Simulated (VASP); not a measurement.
Write the native input for VASP 6.6.1 that does the following.

- Task: single point
- Functional: r2SCAN
- Potentials or basis: VASP PAW PBE potentials, release 64 (Zn, S)
- Cutoff: 520 eV
- k mesh: 8 × 8 × 8
- Occupations: gaussian, width 0.05 eV
- Spin: no spin polarisation
- Dipole correction: no
- Further INCAR settings: ALGO = Normal; EDIFF = 1e-06; NBANDS = 16

ZnS:

```
Zn S
1.0
     0.00000    2.62351    2.70465
     2.62351    0.00000    2.70465
     2.62351    2.62351    0.00000
Zn S
1 1
Direct
  0.00000 0.00000 0.00000
  0.75000 0.75000 0.75000
```

This cell differs from its parent crystal: strain -0.030 along x and y, +0.000 along z.

The input as run:

POSCAR

```
ZnS
1.0
    0.0000000000      2.6235105000      2.7046500000
    2.6235105000      0.0000000000      2.7046500000
    2.6235105000      2.6235105000      0.0000000000
Zn S
1 1
Direct
    0.0000000000      0.0000000000      0.0000000000
    0.7500000000      0.7500000000      0.7500000000
```

INCAR.step1

```
SYSTEM = ZnS
PREC = Accurate
ENCUT = 520
ISMEAR = 0
SIGMA = 0.05
LREAL = .False.
LASPH = .True.
NELM = 100
NBANDS = 16
GGA = PE
ALGO = Normal
EDIFF = 1E-4
LWAVE = .True.
LCHARG = .False.
```

INCAR.step2

```
SYSTEM = ZnS
PREC = Accurate
ENCUT = 520
EDIFF = 1E-6
ISMEAR = 0
SIGMA = 0.05
LREAL = .False.
LASPH = .True.
NELM = 100
ALGO = Normal
ISIF = 2
LWAVE = .False.
LCHARG = .True.
METAGGA = R2SCAN
LMIXTAU = .True.
LELF = .True.
LVHAR = .True.
NBANDS = 16
ISTART = 1
```

KPOINTS

```
Automatic mesh
0
Gamma
  8 8 8
  0 0 0
```

Potentials or basis: VASP PAW PBE potentials, release 64 (Zn, S).

Launch:

```bash
$ cat potpaw_PBE.64/Zn/POTCAR potpaw_PBE.64/S/POTCAR > POTCAR
$ cp INCAR.step1 INCAR
$ mpirun -np 1 vasp_std > vasp.out
$ cp INCAR.step2 INCAR
$ mpirun -np 1 vasp_std > vasp.out
```

Results of the run:

```
Pressure               : 4.4 GPa
Band gap on the k mesh : 2.91 eV, direct
```

Caveat: the cell differs from its parent crystal (strain -0.030 along x and y, +0.000 along z); the PAW data sets were made with another functional, which shifts forces and pressure a little.

Run time: 2.5 min on 1 thread of Intel(R) Xeon(R) Platinum 8259CL CPU @ 2.50GHz (Skylake/Cascade Lake), with other jobs on the host, peak memory 0.18 GiB.
